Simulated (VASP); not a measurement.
# CeO2 (Fm-3m) in VASP: further runs

Runs on CeO2. Level: r2SCAN. Tasks: single point.

All numbers are computed with VASP 6.6.1; they aren't measurements. Logs are shortened: lines on timing, memory, paths and dates and some standing lists are left out, and cuts for length are marked.

**1. The cell of the first run**

The structure is cubic, space group Fm-3m (No. 225). Conventional cell: a = 5.443 Å, b = 5.443 Å, c = 5.443 Å, α = 90.00°, β = 90.00°, γ = 90.00°. Ce (site symmetry m-3m) has 8 O at 2.36 Å within 3.1 Å. O (site symmetry -43m) has 4 Ce at 2.36 Å and 6 O at 2.72 Å within 3.1 Å.

**2. Single point, r2SCAN, collinear spin, ferromagnetic start**

POSCAR

```
CeO2
1.0
    0.0000000000      2.7215554887      2.7215554887
    2.7215554887      0.0000000000      2.7215554887
    2.7215554887      2.7215554887      0.0000000000
Ce O
1 2
Direct
    0.0000000000      0.0000000000      0.0000000000
    0.7500000000      0.7500000000      0.7500000000
    0.2500000000      0.2500000000      0.2500000000
```

INCAR.step1

```
SYSTEM = CeO2
PREC     = Accurate       ! precision mode
ENCUT    = 520            ! plane-wave cutoff, eV
ISMEAR   = -1             ! smearing method
SIGMA    = 0.05           ! smearing width, eV
LREAL    = .False.        ! projectors in reciprocal space
LASPH    = .True.         ! aspherical terms in the spheres
NELM     = 150            ! most SCF steps
ISPIN    = 2              ! spin polarisation
MAGMOM   = 1 0 0          ! initial moments
LMAXMIX  = 6              ! l up to which the mixer works
NBANDS   = 23             ! bands
GGA      = PE             ! functional
ALGO     = Normal         ! electronic algorithm
EDIFF    = 1E-4           ! SCF threshold, eV
LWAVE    = .True.         ! write WAVECAR
LCHARG   = .False.        ! write CHGCAR
```

INCAR.step2

```
SYSTEM = CeO2
PREC     = Accurate       ! precision mode
ENCUT    = 520            ! plane-wave cutoff, eV
EDIFF    = 1E-6           ! SCF threshold, eV
ISMEAR   = -1             ! smearing method
SIGMA    = 0.05           ! smearing width, eV
LREAL    = .False.        ! projectors in reciprocal space
LASPH    = .True.         ! aspherical terms in the spheres
NELM     = 150            ! most SCF steps
ALGO     = Normal         ! electronic algorithm
ISIF     = 2              ! what is computed and relaxed
LWAVE    = .False.        ! write WAVECAR
LCHARG   = .False.        ! write CHGCAR
ISPIN    = 2              ! spin polarisation
MAGMOM   = 1 0 0          ! initial moments
LORBIT   = 11             ! projections on sites
LMAXMIX  = 6              ! l up to which the mixer works
METAGGA  = R2SCAN         ! meta-GGA
LMIXTAU  = .True.       
NBANDS   = 23             ! bands
ISTART   = 1
```

KPOINTS

```
Automatic mesh
0
Gamma
  9 9 9
  0 0 0
```

Potentials or basis: VASP PAW PBE potentials, release 64 (Ce, O).

The run is started by

```sh
cat potpaw_PBE.64/Ce/POTCAR potpaw_PBE.64/O/POTCAR > POTCAR
cp INCAR.step1 INCAR
mpirun -np 1 vasp_std > vasp.out
cp INCAR.step2 INCAR
mpirun -np 1 vasp_std > vasp.out
```

OUTCAR:

```text
SYSTEM = CeO2
   PREC = Accurate
   ENCUT = 520
   EDIFF = 1E-6
   ISMEAR = -1
   LREAL = .False.
   LASPH = .True.
   NELM = 150
   ISIF = 2
   ISPIN = 2
   LORBIT = 11
   METAGGA = R2SCAN
   ISTART = 1

 ion  position               nearest neighbor table
   1  0.000  0.000  0.000-   2 2.36   2 2.36   2 2.36   2 2.36   3 2.36   3 2.36   3 2.36   3 2.36

   2  0.750  0.750  0.750-   1 2.36   1 2.36   1 2.36   1 2.36
   3  0.250  0.250  0.250-   1 2.36   1 2.36   1 2.36   1 2.36

  LATTYP: Found a face centered cubic cell.
 ALAT       =     5.4431109774

  Lattice vectors:

 A1 = (   0.0000000000,   2.7215554887,   2.7215554887)
 A2 = (   2.7215554887,   0.0000000000,   2.7215554887)
 A3 = (   2.7215554887,   2.7215554887,   0.0000000000)

Analysis of symmetry for initial positions (statically):
=====================================================================
 Subroutine PRICEL returns:
 Original cell was already a primitive cell.

 Routine SETGRP: Setting up the symmetry group for a
 face centered cubic supercell.

 Subroutine GETGRP returns: Found 48 space group operations
 (whereof 48 operations were pure point group operations)
 out of a pool of 48 trial point group operations.

The static configuration has the point symmetry O_h .

Analysis of symmetry for dynamics (positions and initial velocities):
=====================================================================
 Subroutine PRICEL returns:
 Original cell was already a primitive cell.

 Routine SETGRP: Setting up the symmetry group for a
 face centered cubic supercell.

 Subroutine GETGRP returns: Found 48 space group operations
 (whereof 48 operations were pure point group operations)
 out of a pool of 48 trial point group operations.

The dynamic configuration has the point symmetry O_h .

Analysis of structural, dynamic, and magnetic symmetry:
=====================================================================
 Subroutine PRICEL returns:
 Original cell was already a primitive cell.

 Routine SETGRP: Setting up the symmetry group for a
 face centered cubic supercell.

 Subroutine GETGRP returns: Found 48 space group operations
 (whereof 48 operations were pure point group operations)
 out of a pool of 48 trial point group operations.

The overall configuration has the point symmetry O_h .

 Subroutine INISYM returns: Found 48 space group operations
 (whereof 48 operations are pure point group operations),
 and found     1 'primitive' translations

----------------------------------------------------------------------------------------

                                     Primitive cell

  volume of cell :      40.3164

  direct lattice vectors                    reciprocal lattice vectors
     0.000000000  2.721555489  2.721555489    -0.183718466  0.183718466  0.183718466
     2.721555489  0.000000000  2.721555489     0.183718466 -0.183718466  0.183718466
     2.721555489  2.721555489  0.000000000     0.183718466  0.183718466 -0.183718466

  length of vectors
     3.848860683  3.848860683  3.848860683     0.318209718  0.318209718  0.318209718

  position of ions in fractional coordinates (direct lattice)
     0.000000000  0.000000000  0.000000000
     0.750000000  0.750000000  0.750000000
     0.250000000  0.250000000  0.250000000

  ion indices of the primitive-cell ions
   primitive index   ion index
                 1           1
                 2           2
                 3           3

----------------------------------------------------------------------------------------

 KPOINTS: Automatic mesh

Automatic generation of k-mesh.
 Grid dimensions read from file:
 generate k-points for:    9    9    9

 Generating k-lattice:

  Cartesian coordinates                     Fractional coordinates (reciprocal lattice)
    -0.020413163  0.020413163  0.020413163     0.111111111  0.000000000  0.000000000
     0.020413163 -0.020413163  0.020413163     0.000000000  0.111111111  0.000000000
     0.020413163  0.020413163 -0.020413163     0.000000000  0.000000000  0.111111111

  Length of vectors
     0.035356635  0.035356635  0.035356635

  Shift w.r.t. Gamma in fractional coordinates (k-lattice)
     0.000000000  0.000000000  0.000000000

 Subroutine IBZKPT returns following result:
 ===========================================

 Found     35 irreducible k-points:

 Following reciprocal coordinates:
            Coordinates               Weight
  0.000000  0.000000  0.000000      1.000000
  0.111111  0.000000  0.000000      8.000000
  0.222222  0.000000  0.000000      8.000000
  0.333333  0.000000  0.000000      8.000000
  0.444444  0.000000  0.000000      8.000000
  0.111111  0.111111  0.000000      6.000000
[... 16 lines left out ...]
 -0.333333  0.333333  0.000000     12.000000
  0.444444  0.444444  0.000000      6.000000
 [... further k-points ...]
   k-points           NKPTS =     35   k-points in BZ     NKDIM =     35   number of bands    NBANDS=     23
   number of dos      NEDOS =    301   number of ions     NIONS =      3
   total plane-waves  NPLWV =  27000
   dimension x,y,z NGX =    30 NGY =   30 NGZ =   30
   dimension x,y,z NGXF=    60 NGYF=   60 NGZF=   60
   ions per type =               1   2
   NGX,Y,Z   is equivalent  to a cutoff of  12.96, 12.96, 12.96 a.u.
   NGXF,Y,Z  is equivalent  to a cutoff of  25.92, 25.92, 25.92 a.u.
 SYSTEM =  CeO2
   PREC   = accura    normal or accurate (medium, high low for compatibility)
   ISTART =      1    job   : 0-new  1-cont  2-samecut
   ICHARG =      0    charge: 1-file 2-atom 10-const
   ISPIN  =      2    spin polarized calculation?
   LNONCOLLINEAR =      F non collinear calculations
   LSORBIT =      F    spin-orbit coupling
   LASPH  =      T    aspherical Exc in radial PAW
   ENCUT  =  520.0 eV  38.22 Ry    6.18 a.u.   7.16  7.16  7.16*2*pi/ulx,y,z
   NELM   =    150;   NELMIN=  2; NELMDL=  0     # of ELM steps
   EDIFF  = 0.1E-05   stopping-criterion for ELM
   LREAL  =      F    real-space projection
   EDIFFG = 0.1E-04   stopping-criterion for IOM
   NSW    =      0    number of steps for IOM
   IBRION =     -1    ionic relax: 0-MD 1-quasi-New 2-CG
   NFREE  =      0    steps in history (QN), initial steepest desc. (CG)
   ISIF   =      2    stress and relaxation
   ISYM   =      2    0-nonsym 1-usesym 2-fastsym
   POTIM  = 0.5000    time-step for ionic-motion
   TEBEG  =    0.0;   TEEND  =   0.0 temperature during run
   PSTRESS=    0.0 pullay stress
   NELECT =      24.0000    total number of electrons
   NUPDOWN=      -1.0000    fix difference up-down
   EMIN   =  10.00;   EMAX   =-10.00  energy-range for DOS
   EFERMI =   0.00;   METHOD = LEGACY
   ISMEAR =    -1;   SIGMA  =   0.05  broadening in eV -4-tet -1-fermi 0-gaus
   EFERMI_NEDOS =   21; number of points for ismear=-14 and -15
   IALGO  =     38    algorithm
   IMIX   =      4    mixing-type and parameters
     AMIX     =   0.40;   BMIX     =  1.00
     AMIX_MAG =   1.60;   BMIX_MAG =  1.00
  volume/ion in A,a.u.               =      13.44        90.69
  Fermi-wavevector in a.u.,A,eV,Ry     =   1.377161  2.602457 25.804435  1.896572
  Thomas-Fermi vector in A             =   2.502340
   LORBIT       =     11    0 simple, 1 ext, 2 COOP (PROOUT), +10 PAW based schemes
   METAGGA = R2SCAN    functional components
   LHFCALC =     F    Hartree Fock is set to
   AEXX    =    0.0000 exact exchange contribution
   IVDW    =     0    specifies the selected vdW correction
   LEPSILON=     F    determine dielectric tensor
   LRPA    =     F    only Hartree local field effects (RPA)
 spin polarized calculation
  energy-cutoff  :      520.00
  volume of cell :       40.32
 maximum number of plane-waves:      1098
 NGX is ok and might be reduce to    30
   NGX = 15   NGY = 15   NGZ = 15

 number of electron      23.9999991 magnetization      -0.0000000

 number of electron      23.9999991 magnetization       0.0000000

 Free energy of the ion-electron system (eV)
  ---------------------------------------------------
  ext. energy  EPLUGINS =         0.00000000
  ---------------------------------------------------
  free energy    TOTEN  =       -54.03230223 eV

  energy without entropy =      -54.03230223  energy(sigma->0) =      -54.03230223

 E-fermi :   5.9224     XC(G=0): -11.9553

 val. band max:        4.8504008932   @ k =  -0.2222   0.2222   0.0000
 cond. band min:       7.0654044837   @ k =  -0.4444   0.1111   0.0000
 fundamental gap:      2.2150035905
 Fermi energy:         5.9224223788

 spin component 1

 k-point     1 :       0.0000    0.0000    0.0000
  band No.  band energies     occupation
      1     -28.6868      1.00000
      2     -12.3643      1.00000
      3     -11.4665      1.00000
      4     -10.3325      1.00000
      5     -10.3325      1.00000
      6     -10.3325      1.00000
[... 15 lines left out ...]
     22      12.3024      0.00000
     23      17.7252      0.00000
[... 575 lines left out ...]
      1     -28.4203      1.00000
      2     -14.6700      1.00000
      3     -12.1728      1.00000
      4     -10.8820      1.00000
      5     -10.8820      1.00000
      6      -7.4077      1.00000
[... 15 lines left out ...]
     22      13.8295      0.00000
     23      15.9295      0.00000

 [... further k-points ...]

 spin component 2

 k-point     1 :       0.0000    0.0000    0.0000
  band No.  band energies     occupation
      1     -28.6868      1.00000
      2     -12.3643      1.00000
      3     -11.4665      1.00000
      4     -10.3325      1.00000
      5     -10.3325      1.00000
      6     -10.3325      1.00000
[... 15 lines left out ...]
     22      12.3024      0.00000
     23      17.7252      0.00000
[... 575 lines left out ...]
      1     -28.4203      1.00000
      2     -14.6700      1.00000
      3     -12.1728      1.00000
      4     -10.8820      1.00000
      5     -10.8820      1.00000
      6      -7.4077      1.00000
[... 15 lines left out ...]
     22      13.8295      0.00000
     23      15.9295      0.00000

 [... further k-points ...]

------------------------ aborting loop because EDIFF is reached ----------------------------------------

  FORCE on cell =-STRESS in cart. coord.  units (eV):
  Direction    XX          YY          ZZ          XY          YZ          ZX
  --------------------------------------------------------------------------------------
  -------------------------------------------------------------------------------------
  Total       -0.2115533     -0.2115533     -0.2115533      0.0000000      0.0000000     -0.0000000
  in kB       -8.4071514     -8.4071514     -8.4071514      0.0000000      0.0000000     -0.0000000
  external PRESSURE =      -8.4071514 kB  Pullay stress =       0.0000000 kB

 VOLUME and BASIS-vectors are now :
 -----------------------------------------------------------------------------
  energy-cutoff  :      520.00
  volume of cell :       40.32
      direct lattice vectors                 reciprocal lattice vectors
     0.000000000  2.721555489  2.721555489    -0.183718466  0.183718466  0.183718466
     2.721555489  0.000000000  2.721555489     0.183718466 -0.183718466  0.183718466
     2.721555489  2.721555489  0.000000000     0.183718466  0.183718466 -0.183718466

 POSITION                                       TOTAL-FORCE (eV/Angst)
 -----------------------------------------------------------------------------------
      0.00000      0.00000      0.00000         0.000000      0.000000     -0.000000
      4.08233      4.08233      4.08233        -0.000000     -0.000000     -0.000000
      1.36078      1.36078      1.36078         0.000000      0.000000      0.000000
 -----------------------------------------------------------------------------------
    total drift:                                0.000000     -0.000000      0.000000

  FREE ENERGIE OF THE ION-ELECTRON SYSTEM (eV)
  ---------------------------------------------------
  free  energy   TOTEN  =       -54.0323022254 eV

  energy  without entropy=      -54.0323022252  energy(sigma->0) =      -54.03230223

 total charge

# of ion       s       p       d       f       tot
--------------------------------------------------
    1        2.068   5.842   0.848   0.891   9.650
    2        1.580   3.465   0.000   0.000   5.045
    3        1.580   3.465   0.000   0.000   5.045
--------------------------------------------------
tot          5.228  12.773   0.848   0.891  19.740

 magnetization (x)

# of ion       s       p       d       f       tot
--------------------------------------------------
    1        0.000   0.000   0.000   0.000   0.000
    2       -0.000  -0.000   0.000   0.000  -0.000
    3       -0.000  -0.000   0.000   0.000  -0.000
--------------------------------------------------
tot          0.000  -0.000   0.000   0.000   0.000
```

Run time: 6.9 min. Hardware: 1 thread of Intel Xeon 8259CL, shared host; peak memory 0.24 GiB.

What came out:

- Free energy: -54.0323 eV
- Pressure: -0.8 GPa
- Band gap on the k mesh: 2.21 eV (least direct gap 2.28 eV)
- Net moment: 0.00 μB per cell
- Valence electrons inside the program's atomic spheres: Ce 9.65; O 5.04

Caveat: the magnetic or orbital state may not be the lowest; the moments typed at the start vanished in this run; the PAW data sets were made with another functional, which shifts forces and pressure a little; spin-orbit coupling is left out, which moves the levels of the heavy elements; an odd mesh through Γ misses points on the zone boundary, where band edges can lie.

**3. Single point, r2SCAN, collinear spin, ferromagnetic start**

This run uses another cell than the first one, of 13.70 Å³/atom.

POSCAR

```
CeO2
1.0
    0.0000000000      2.7392284221      2.7392284221
    2.7392284221      0.0000000000      2.7392284221
    2.7392284221      2.7392284221      0.0000000000
Ce O
1 2
Direct
    0.0000000000      0.0000000000      0.0000000000
    0.7500000000      0.7500000000      0.7500000000
    0.2500000000      0.2500000000      0.2500000000
```

INCAR.step1

```
SYSTEM = CeO2
PREC = Accurate
ENCUT = 520
ISMEAR = -1
SIGMA = 0.05
LREAL = .FALSE.
LASPH = .TRUE.
NELM = 150
ISPIN = 2
MAGMOM = 1 0 0
LMAXMIX = 6
NBANDS = 23
GGA = PE
ALGO = Normal
EDIFF = 1E-4
LWAVE = .TRUE.
LCHARG = .FALSE.
```

INCAR.step2

```
SYSTEM = CeO2
PREC = Accurate
ENCUT = 520
EDIFF = 1E-7
ISMEAR = -1
SIGMA = 0.05
LREAL = .FALSE.
LASPH = .TRUE.
NELM = 150
ALGO = Normal
ISIF = 2
LWAVE = .FALSE.
LCHARG = .FALSE.
ISPIN = 2
MAGMOM = 1 0 0
LORBIT = 11
LMAXMIX = 6
METAGGA = R2SCAN
LMIXTAU = .TRUE.
NBANDS = 23
ISTART = 1
```

KPOINTS

```
Automatic mesh
0
G
  9 9 9
  0 0 0
```

Potentials or basis: VASP PAW PBE potentials, release 64 (Ce, O).

The run is started by

```sh
cat potpaw_PBE.64/Ce/POTCAR potpaw_PBE.64/O/POTCAR > POTCAR
cp INCAR.step1 INCAR
mpirun -np 1 vasp_std > vasp.out
cp INCAR.step2 INCAR
mpirun -np 1 vasp_std > vasp.out
```

Wall time 8.6 min (1 thread of Intel Xeon 8259CL, shared host); peak memory 0.24 GiB.

It converged, with:

```
Free energy                                           : -54.0214 eV
Pressure                                              : -4.3 GPa
Band gap on the k mesh                                : 2.15 eV (least direct gap 2.22 eV)
Net moment                                            : 0.00 μB per cell
Valence electrons inside the program's atomic spheres : Ce 9.61; O 5.04
```

Levels at points of the mesh, in eV from the valence-band top:
Spin up:
| k point | band 9 | band 10 | band 11 | band 12 | band 13 | band 14 | band 15 | band 16 |
| --- | --- | --- | --- | --- | --- | --- | --- | --- |
| (0.00, 0.00, 0.00) | -3.70 | -0.52 | -0.52 | -0.52 | 2.52 | 2.52 | 2.52 | 2.65 |
Spin down:
```
           k point  band 10  band 11  band 12  band 13  band 14  band 15
(0.00, 0.00, 0.00)    -0.52    -0.52    -0.52     2.52     2.52     2.52
```

Caveat: the magnetic or orbital state may not be the lowest; the cell stands under tension; the moments typed at the start vanished in this run; the PAW data sets were made with another functional, which shifts forces and pressure a little; spin-orbit coupling is left out, which moves the levels of the heavy elements; an odd mesh through Γ misses points on the zone boundary, where band edges can lie.
